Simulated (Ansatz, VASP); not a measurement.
HfO2 in VASP and in Ansatz

```
Hf O
1.0
     0.00000    2.53500    2.53500
     2.53500    0.00000    2.53500
     2.53500    2.53500    0.00000
Hf O
1 2
Direct
  0.00000 0.00000 0.00000
  0.25000 0.25000 0.25000
  0.75000 0.75000 0.75000
```

Alike in both runs: task single point; functional PBE; k mesh 8 × 8 × 8; occupations fermi-dirac, width 0.1 eV; no spin polarisation.

```csv
,VASP,Ansatz
version,VASP 6.6.1,Ansatz 0.2.0 development build
potentials or method,"VASP PAW PBE potentials, release 64 (Hf_pv, O)","plane waves, PAW datasets (generated hard set"
plane-wave cutoff (eV),520,700
valence electrons in the cell,22,38
```

Ansatz gave:

| Item | Value |
| --- | --- |
| gap on the k mesh at the Fermi level (eV) | 3.78 |

Question: Which values does VASP return?

Answer: gap on the k mesh at the Fermi level (eV): 3.80.

With one functional, cell and mesh, what is left measures potentials, basis and numerics. VASP's potentials hold 22 valence electrons a cell and Ansatz's 38, so a difference there can come from the potentials and not from the codes.

Neither program's run includes spin-orbit coupling.
